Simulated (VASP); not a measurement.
# WC (Fm-3m) in VASP: a series of runs

Runs on WC. Level: PBEsol. Tasks: single point.

Everything below comes from runs of VASP 6.6.1. Logs are shortened: lines on timing, memory, paths and dates and some standing lists are left out, and cuts for length are marked.

## Step 1: The cell of the first run

Symmetry: Fm-3m, No. 225, cubic system. Conventional cell: a = 4.385 Å, b = 4.385 Å, c = 4.385 Å, α = 90.00°, β = 90.00°, γ = 90.00°. W (site symmetry m-3m) has 6 C at 2.19 Å within 2.9 Å. C (site symmetry m-3m) has 6 W at 2.19 Å within 2.9 Å.

## Step 2: Single point, PBEsol

Input file INCAR:

```
SYSTEM = WC
ALGO = Normal ; EDIFF = 1E-6
ENCUT = 600 ; GGA = PS
GGA_COMPAT = .False. ; ISIF = 2
ISMEAR = 1 ; LASPH = .True.
LCHARG = .True. ; LELF = .True.
LREAL = .False. ; LVHAR = .True.
LWAVE = .False. ; NBANDS = 16
NELM = 120 ; PREC = Accurate
SIGMA = 0.25
```

Input file KPOINTS:

```
k-points
0
Gamma
  11 11 11
  0 0 0
```

Input file POSCAR:

```
WC
1.0
    0.0000000000      2.1926840000      2.1926840000
    2.1926840000      0.0000000000      2.1926840000
    2.1926840000      2.1926840000      0.0000000000
W C
1 1
Direct
    0.0000000000      0.0000000000      0.0000000000
    0.5000000000      0.5000000000      0.5000000000
```

Potentials or basis: VASP PAW PBE potentials, release 64 (W_sv, C).

The run is started by

```console
cat potpaw_PBE.64/W_sv/POTCAR potpaw_PBE.64/C/POTCAR > POTCAR
mpirun -np 1 vasp_std > vasp.out
```

OUTCAR:

```text
SYSTEM = WC
   EDIFF = 1E-6
   ENCUT = 600
   GGA = PS
   ISIF = 2
   ISMEAR = 1
   LASPH = .True.
   LREAL = .False.
   NELM = 120
   PREC = Accurate

 ion  position               nearest neighbor table
   1  0.000  0.000  0.000-   2 2.19   2 2.19   2 2.19   2 2.19   2 2.19   2 2.19
   2  0.500  0.500  0.500-   1 2.19   1 2.19   1 2.19   1 2.19   1 2.19   1 2.19

  LATTYP: Found a face centered cubic cell.
 ALAT       =     4.3853680000

  Lattice vectors:

 A1 = (   0.0000000000,   2.1926840000,   2.1926840000)
 A2 = (   2.1926840000,   0.0000000000,   2.1926840000)
 A3 = (   2.1926840000,   2.1926840000,   0.0000000000)

Analysis of symmetry for initial positions (statically):
=====================================================================
 Subroutine PRICEL returns:
 Original cell was already a primitive cell.

 Routine SETGRP: Setting up the symmetry group for a
 face centered cubic supercell.

 Subroutine GETGRP returns: Found 48 space group operations
 (whereof 48 operations were pure point group operations)
 out of a pool of 48 trial point group operations.

The static configuration has the point symmetry O_h .

Analysis of symmetry for dynamics (positions and initial velocities):
=====================================================================
 Subroutine PRICEL returns:
 Original cell was already a primitive cell.

 Routine SETGRP: Setting up the symmetry group for a
 face centered cubic supercell.

 Subroutine GETGRP returns: Found 48 space group operations
 (whereof 48 operations were pure point group operations)
 out of a pool of 48 trial point group operations.

The dynamic configuration has the point symmetry O_h .

 Subroutine INISYM returns: Found 48 space group operations
 (whereof 48 operations are pure point group operations),
 and found     1 'primitive' translations

----------------------------------------------------------------------------------------

                                     Primitive cell

  volume of cell :      21.0842

  direct lattice vectors                    reciprocal lattice vectors
     0.000000000  2.192684000  2.192684000    -0.228031034  0.228031034  0.228031034
     2.192684000  0.000000000  2.192684000     0.228031034 -0.228031034  0.228031034
     2.192684000  2.192684000  0.000000000     0.228031034  0.228031034 -0.228031034

  length of vectors
     3.100923451  3.100923451  3.100923451     0.394961337  0.394961337  0.394961337

  position of ions in fractional coordinates (direct lattice)
     0.000000000  0.000000000  0.000000000
     0.500000000  0.500000000  0.500000000

  ion indices of the primitive-cell ions
   primitive index   ion index
                 1           1
                 2           2

----------------------------------------------------------------------------------------

 KPOINTS: k-points

Automatic generation of k-mesh.
 Grid dimensions read from file:
 generate k-points for:   11   11   11

 Generating k-lattice:

  Cartesian coordinates                     Fractional coordinates (reciprocal lattice)
    -0.020730094  0.020730094  0.020730094     0.090909091  0.000000000  0.000000000
     0.020730094 -0.020730094  0.020730094     0.000000000  0.090909091  0.000000000
     0.020730094  0.020730094 -0.020730094     0.000000000  0.000000000  0.090909091

  Length of vectors
     0.035905576  0.035905576  0.035905576

  Shift w.r.t. Gamma in fractional coordinates (k-lattice)
     0.000000000  0.000000000  0.000000000

 Subroutine IBZKPT returns following result:
 ===========================================

 Found     56 irreducible k-points:

 Following reciprocal coordinates:
            Coordinates               Weight
  0.000000  0.000000  0.000000      1.000000
  0.090909  0.000000  0.000000      8.000000
  0.181818  0.000000  0.000000      8.000000
  0.272727  0.000000  0.000000      8.000000
  0.363636  0.000000  0.000000      8.000000
  0.454545  0.000000  0.000000      8.000000
[... 16 lines left out ...]
 -0.272727  0.181818  0.000000     24.000000
 -0.181818  0.181818  0.000000     12.000000
 [... further k-points ...]
   k-points           NKPTS =     56   k-points in BZ     NKDIM =     56   number of bands    NBANDS=     16
   number of dos      NEDOS =    301   number of ions     NIONS =      2
   total plane-waves  NPLWV =  21952
   dimension x,y,z NGX =    28 NGY =   28 NGZ =   28
   dimension x,y,z NGXF=    56 NGYF=   56 NGZF=   56
   ions per type =               1   1
   NGX,Y,Z   is equivalent  to a cutoff of  15.01, 15.01, 15.01 a.u.
   NGXF,Y,Z  is equivalent  to a cutoff of  30.02, 30.02, 30.02 a.u.
 SYSTEM =  WC
   PREC   = accura    normal or accurate (medium, high low for compatibility)
   ISTART =      0    job   : 0-new  1-cont  2-samecut
   ICHARG =      2    charge: 1-file 2-atom 10-const
   ISPIN  =      1    spin polarized calculation?
   LNONCOLLINEAR =      F non collinear calculations
   LSORBIT =      F    spin-orbit coupling
   LASPH  =      T    aspherical Exc in radial PAW
   ENCUT  =  600.0 eV  44.10 Ry    6.64 a.u.   6.19  6.19  6.19*2*pi/ulx,y,z
   NELM   =    120;   NELMIN=  2; NELMDL= -5     # of ELM steps
   EDIFF  = 0.1E-05   stopping-criterion for ELM
   LREAL  =      F    real-space projection
   EDIFFG = 0.1E-04   stopping-criterion for IOM
   NSW    =      0    number of steps for IOM
   IBRION =     -1    ionic relax: 0-MD 1-quasi-New 2-CG
   NFREE  =      0    steps in history (QN), initial steepest desc. (CG)
   ISIF   =      2    stress and relaxation
   ISYM   =      2    0-nonsym 1-usesym 2-fastsym
   POTIM  = 0.5000    time-step for ionic-motion
   TEBEG  =    0.0;   TEEND  =   0.0 temperature during run
   PSTRESS=    0.0 pullay stress
   NELECT =      18.0000    total number of electrons
   NUPDOWN=      -1.0000    fix difference up-down
   EMIN   =  10.00;   EMAX   =-10.00  energy-range for DOS
   EFERMI =   0.00;   METHOD = LEGACY
   ISMEAR =     1;   SIGMA  =   0.25  broadening in eV -4-tet -1-fermi 0-gaus
   EFERMI_NEDOS =   21; number of points for ismear=-14 and -15
   IALGO  =     38    algorithm
   IMIX   =      4    mixing-type and parameters
     AMIX     =   0.40;   BMIX     =  1.00
     AMIX_MAG =   1.60;   BMIX_MAG =  1.00
  volume/ion in A,a.u.               =      10.54        71.14
  Fermi-wavevector in a.u.,A,eV,Ry     =   1.553029  2.934800 32.815887  2.411900
  Thomas-Fermi vector in A             =   2.657319
   LORBIT       =      0    0 simple, 1 ext, 2 COOP (PROOUT), +10 PAW based schemes
   GGA     = PS    functional components
   LHFCALC =     F    Hartree Fock is set to
   AEXX    =    0.0000 exact exchange contribution
   IVDW    =     0    specifies the selected vdW correction
   LEPSILON=     F    determine dielectric tensor
   LRPA    =     F    only Hartree local field effects (RPA)
 non-spin polarized calculation
 Methfessel and Paxton  Order N= 1 SIGMA  =   0.25
  energy-cutoff  :      600.00
  volume of cell :       21.08
 maximum number of plane-waves:       725
 NGX is ok and might be reduce to    28
   NGX = 13   NGY = 13   NGZ = 13

 number of electron      18.0000001 magnetization

 Free energy of the ion-electron system (eV)
  ---------------------------------------------------
  ext. energy  EPLUGINS =         0.00000000
  ---------------------------------------------------
  free energy    TOTEN  =       -22.97165648 eV

  energy without entropy =      -22.96428515  energy(sigma->0) =      -22.96919937

 E-fermi :  12.2443     XC(G=0): -13.8418

 val. band max:       12.2384431789   @ k =  -0.0909   0.0909   0.0000
 cond. band min:      12.2657105820   @ k =   0.4545   0.0909   0.0000
 fundamental gap:      0.0272674031
 Fermi energy:        12.2443042289

 k-point     1 :       0.0000    0.0000    0.0000
  band No.  band energies     occupation
      1     -63.1220      2.00000
      2     -27.1183      2.00000
      3     -27.1183      2.00000
      4     -27.1183      2.00000
      5      -3.5261      2.00000
      6       9.4897      2.00000
[... 8 lines left out ...]
     15      21.8778      0.00000
     16      35.4853      0.00000

 k-point     2 :       0.0909    0.0000    0.0000
  band No.  band energies     occupation
      1     -63.1190      2.00000
      2     -27.1672      2.00000
      3     -27.1235      2.00000
      4     -27.1235      2.00000
      5      -3.2937      2.00000
      6       8.7197      2.00000
[... 8 lines left out ...]
     15      22.4189      0.00000
     16      33.1688      0.00000

 k-point     3 :       0.1818    0.0000    0.0000
  band No.  band energies     occupation
      1     -63.1111      2.00000
      2     -27.2964      2.00000
      3     -27.1375      2.00000
      4     -27.1375      2.00000
      5      -2.6302      2.00000
      6       7.2469      2.00000
[... 8 lines left out ...]
     15      23.6999      0.00000
     16      30.3255      0.00000

 k-point     4 :       0.2727    0.0000    0.0000
  band No.  band energies     occupation
      1     -63.1008      2.00000
      2     -27.4616      2.00000
      3     -27.1559      2.00000
      4     -27.1559      2.00000
      5      -1.6268      2.00000
      6       5.6545      2.00000
[... 8 lines left out ...]
     15      24.5842      0.00000
     16      28.5694      0.00000

 k-point     5 :       0.3636    0.0000    0.0000
  band No.  band energies     occupation
      1     -63.0913      2.00000
      2     -27.6096      2.00000
      3     -27.1726      2.00000
      4     -27.1726      2.00000
      5      -0.4125      2.00000
      6       4.1186      2.00000
[... 8 lines left out ...]
     15      25.3167      0.00000
     16      25.9845      0.00000

 k-point     6 :       0.4545    0.0000    0.0000
  band No.  band energies     occupation
      1     -63.0857      2.00000
      2     -27.6960      2.00000
      3     -27.1825      2.00000
      4     -27.1825      2.00000
      5       0.8103      2.00000
      6       2.7683      2.00000
[... 8 lines left out ...]
     15      24.2727      0.00000
     16      24.2727      0.00000

 k-point     7 :       0.0909    0.0909    0.0000
  band No.  band energies     occupation
      1     -63.1180      2.00000
      2     -27.1638      2.00000
      3     -27.1350      2.00000
      4     -27.1350      2.00000
      5      -3.2213      2.00000
      6       8.4900      2.00000
[... 8 lines left out ...]
     15      22.6020      0.00000
     16      33.0747      0.00000

 k-point     8 :       0.1818    0.0909    0.0000
  band No.  band energies     occupation
      1     -63.1118      2.00000
      2     -27.2598      2.00000
      3     -27.1544      2.00000
      4     -27.1442      2.00000
      5      -2.7178      2.00000
      6       7.1375      2.00000
[... 8 lines left out ...]
     15      23.6753      0.00000
     16      30.3527      0.00000

 k-point     9 :       0.2727    0.0909    0.0000
  band No.  band energies     occupation
      1     -63.1023      2.00000
      2     -27.4095      2.00000
      3     -27.1753      2.00000
      4     -27.1602      2.00000
      5      -1.8592      2.00000
      6       5.8147      2.00000
[... 8 lines left out ...]
     15      24.6810      0.00000
     16      28.1492      0.00000
[... 172 lines left out ...]
 k-point    19 :       0.3636    0.1818    0.0000
  band No.  band energies     occupation
      1     -63.0907      2.00000
      2     -27.5124      2.00000
      3     -27.2313      2.00000
      4     -27.2247      2.00000
      5      -1.0104      2.00000
      6       4.7213      2.00000
[... 8 lines left out ...]
     15      24.2246      0.00000
     16      26.8845      0.00000

 k-point    20 :       0.4545    0.1818    0.0000
  band No.  band energies     occupation
      1     -63.0834      2.00000
      2     -27.6079      2.00000
      3     -27.2679      2.00000
      4     -27.2297      2.00000
      5      -0.1763      2.00000
      6       4.0108      2.00000
[... 8 lines left out ...]
     15      23.4484      0.00000
     16      26.1471      0.00000

 k-point    21 :      -0.4545    0.1818    0.0000
  band No.  band energies     occupation
      1     -63.0803      2.00000
      2     -27.6460      2.00000
      3     -27.3001      2.00000
      4     -27.2197      2.00000
      5       0.4225      2.00000
      6       3.4305      2.00000
[... 8 lines left out ...]
     15      24.0694      0.00000
     16      25.7379      0.00000

 k-point    22 :      -0.3636    0.1818    0.0000
  band No.  band energies     occupation
      1     -63.0821      2.00000
      2     -27.6186      2.00000
      3     -27.3144      2.00000
      4     -27.1978      2.00000
      5       0.3202      2.00000
      6       3.4932      2.00000
[... 8 lines left out ...]
     15      24.6325      0.00000
     16      25.2909      0.00000

 k-point    23 :      -0.2727    0.1818    0.0000
  band No.  band energies     occupation
      1     -63.0885      2.00000
      2     -27.5399      2.00000
      3     -27.3001      2.00000
      4     -27.1709      2.00000
      5      -0.4539      2.00000
      6       4.2834      2.00000
[... 8 lines left out ...]
     15      24.8624      0.00000
     16      25.4052      0.00000

 k-point    24 :      -0.1818    0.1818    0.0000
  band No.  band energies     occupation
      1     -63.0973      2.00000
      2     -27.4432      2.00000
      3     -27.2517      2.00000
      4     -27.1474      2.00000
      5      -1.3828      2.00000
      6       5.3866      2.00000
[... 8 lines left out ...]
     15      24.9916      0.00000
     16      25.9004      0.00000

 [... further k-points ...]
[... 5 lines left out ...]
  --------------------------------------------------------------------------------------
  -------------------------------------------------------------------------------------
  Total       -1.1907556     -1.1907556     -1.1907556      0.0000000     -0.0000000     -0.0000000
  in kB      -90.4846877    -90.4846877    -90.4846877      0.0000000     -0.0000000     -0.0000000
  external PRESSURE =     -90.4846877 kB  Pullay stress =       0.0000000 kB

 VOLUME and BASIS-vectors are now :
 -----------------------------------------------------------------------------
  energy-cutoff  :      600.00
  volume of cell :       21.08
      direct lattice vectors                 reciprocal lattice vectors
     0.000000000  2.192684000  2.192684000    -0.228031034  0.228031034  0.228031034
     2.192684000  0.000000000  2.192684000     0.228031034 -0.228031034  0.228031034
     2.192684000  2.192684000  0.000000000     0.228031034  0.228031034 -0.228031034

 POSITION                                       TOTAL-FORCE (eV/Angst)
 -----------------------------------------------------------------------------------
      0.00000      0.00000      0.00000         0.000000     -0.000000     -0.000000
      2.19268      2.19268      2.19268         0.000000      0.000000      0.000000
 -----------------------------------------------------------------------------------
    total drift:                               -0.000000      0.000000      0.000000

  FREE ENERGIE OF THE ION-ELECTRON SYSTEM (eV)
  ---------------------------------------------------
  free  energy   TOTEN  =       -22.9716564832 eV

  energy  without entropy=      -22.9642851511  energy(sigma->0) =      -22.96919937
```

Wall time 40 s (1 thread of Intel Xeon 8259CL, shared host); peak memory 0.17 GiB.

Results:

| Item | Value |
| --- | --- |
| Free energy | -22.9717 eV |
| Pressure | -9.0 GPa |
| Band gap on the k mesh | zero (band 9 reaches 13.19 eV, above the bottom of band 10 at 10.11 eV) |

Levels at points of the mesh, in eV from the Fermi level:
```
           k point  band 6  band 7  band 8  band 9  band 10  band 11  band 12  band 13
(0.00, 0.00, 0.00)   -2.75   -2.75   -2.75   -1.02    -1.02    -1.02    -0.97    -0.97
```

Caveat: the PAW data sets were made with another functional, which shifts forces and pressure a little; spin-orbit coupling is left out, which moves the levels of the heavy elements.

## Step 3: Single point, PBEsol

Input file INCAR:

```
ALGO = Normal
EDIFF = 1E-6
ENCUT = 600
GGA = PS
GGA_COMPAT = F
ISIF = 2
ISMEAR = 1
LASPH = T
LCHARG = F
LREAL = F
LWAVE = F
NBANDS = 16
NELM = 120
PREC = Accurate
SIGMA = 0.15
```

Input file KPOINTS:

```
k-points
0
Gamma
  11 11 11
```

POSCAR is that of step 2.

Potentials or basis: VASP PAW PBE potentials, release 64 (W_sv, C).

The run is started by

```console
cat potpaw_PBE.64/W_sv/POTCAR potpaw_PBE.64/C/POTCAR > POTCAR
mpirun -np 1 vasp_std > vasp.out
```

Wall time 40 s (1 thread of Intel Xeon 8259CL, shared host); peak memory 0.17 GiB.

The run converged. Its results:

- Free energy: -22.9693 eV
- Pressure: -9.1 GPa
- Band gap on the k mesh: zero (band 9 reaches 13.19 eV, above the bottom of band 10 at 10.11 eV)

Levels at points of the mesh, in eV from the Fermi level:
```
           k point  band 7  band 8  band 9  band 10  band 11  band 12
(0.00, 0.00, 0.00)   -2.76   -2.76   -1.02    -1.02    -1.02    -0.97
```

Caveat: the PAW data sets were made with another functional, which shifts forces and pressure a little; spin-orbit coupling is left out, which moves the levels of the heavy elements.

## Step 4: Single point, PBEsol

Input file INCAR:

```
SYSTEM = WC
PREC     = Accurate       ! precision mode
ENCUT    = 600            ! plane-wave cutoff, eV
EDIFF    = 1E-6           ! SCF threshold, eV
ISMEAR   = 1              ! smearing method
SIGMA    = 0.05           ! smearing width, eV
LREAL    = .False.        ! projectors in reciprocal space
LASPH    = .True.         ! aspherical terms in the spheres
NELM     = 120            ! most SCF steps
ALGO     = Normal         ! electronic algorithm
ISIF     = 2              ! what is computed and relaxed
LWAVE    = .False.        ! write WAVECAR
LCHARG   = .False.        ! write CHGCAR
GGA      = PS             ! functional
NBANDS   = 16             ! bands
GGA_COMPAT= .False.
```

Input file KPOINTS:

```
Automatic mesh
0
Gamma
  11 11 11
  0 0 0
```

POSCAR is that of step 3.

The run is started by

```console
cat potpaw_PBE.64/W_sv/POTCAR potpaw_PBE.64/C/POTCAR > POTCAR
mpirun -np 1 vasp_std > vasp.out
```

Wall time 40 s (1 thread of Intel Xeon 8259CL, shared host); peak memory 0.18 GiB.

The run converged. Its results:

* Free energy: -22.9693 eV
* Pressure: -9.1 GPa
* Band gap on the k mesh: zero (band 9 reaches 13.19 eV, above the bottom of band 10 at 10.11 eV)

Levels at points of the mesh, in eV from the Fermi level:
```tsv
k point	band 5	band 6	band 7	band 8	band 9	band 10	band 11	band 12	band 13	band 14
(0.00, 0.00, 0.00)	-15.77	-2.76	-2.76	-2.76	-1.02	-1.02	-1.02	-0.97	-0.97	6.53
```

Caveat: the PAW data sets were made with another functional, which shifts forces and pressure a little; spin-orbit coupling is left out, which moves the levels of the heavy elements.

## Step 5: Single point, PBEsol

Input file INCAR:

```
SYSTEM = WC
  PREC = Accurate
  ENCUT = 600
  EDIFF = 1E-6
  ISMEAR = 1
  SIGMA = 0.025
  LREAL = .False.
  LASPH = .True.
  NELM = 120
  ALGO = Normal
  ISIF = 2
  LWAVE = .False.
  LCHARG = .True.
  GGA = PS
  LELF = .True.
  LVHAR = .True.
  NBANDS = 16
  GGA_COMPAT = .False.
```

KPOINTS is that of step 4.

POSCAR is that of step 4.

The run is started by

```console
cat potpaw_PBE.64/W_sv/POTCAR potpaw_PBE.64/C/POTCAR > POTCAR
mpirun -np 1 vasp_std > vasp.out
```

Wall time 42 s (1 thread of Intel Xeon 8259CL, shared host); peak memory 0.18 GiB.

Results (log left out):

- Free energy: -22.9692 eV
- Pressure: -9.1 GPa
- Band gap on the k mesh: zero (band 9 reaches 13.19 eV, above the bottom of band 10 at 10.11 eV)

Levels at points of the mesh, in eV from the Fermi level:
```tsv
k point	band 7	band 8	band 9	band 10	band 11	band 12
(0.00, 0.00, 0.00)	-2.75	-2.75	-1.01	-1.01	-1.01	-0.97
```

Caveat: the PAW data sets were made with another functional, which shifts forces and pressure a little; spin-orbit coupling is left out, which moves the levels of the heavy elements.

## Step 6: Summary

```csv
smearing,gap on the mesh (eV),pressure (GPa)
methfessel-paxton 0.25 eV,none,-9.0
methfessel-paxton 0.15 eV,none,-9.1
methfessel-paxton 0.05 eV,none,-9.1
methfessel-paxton 0.025 eV,none,-9.1
```

Alike in all rows: task single point; level PBEsol; potentials or basis VASP PAW PBE potentials, release 64 (W_sv, C); no spin polarisation; cell as given; k mesh 11 × 11 × 11; cutoff (eV) 600.

Every run on the cell as given and a fine mesh finds a metal.

Caveats: the PAW data sets were made with another functional, which shifts forces and pressure a little; spin-orbit coupling is left out, which moves the levels of the heavy elements.

Absolute energies hang on the potentials; compare differences alone.
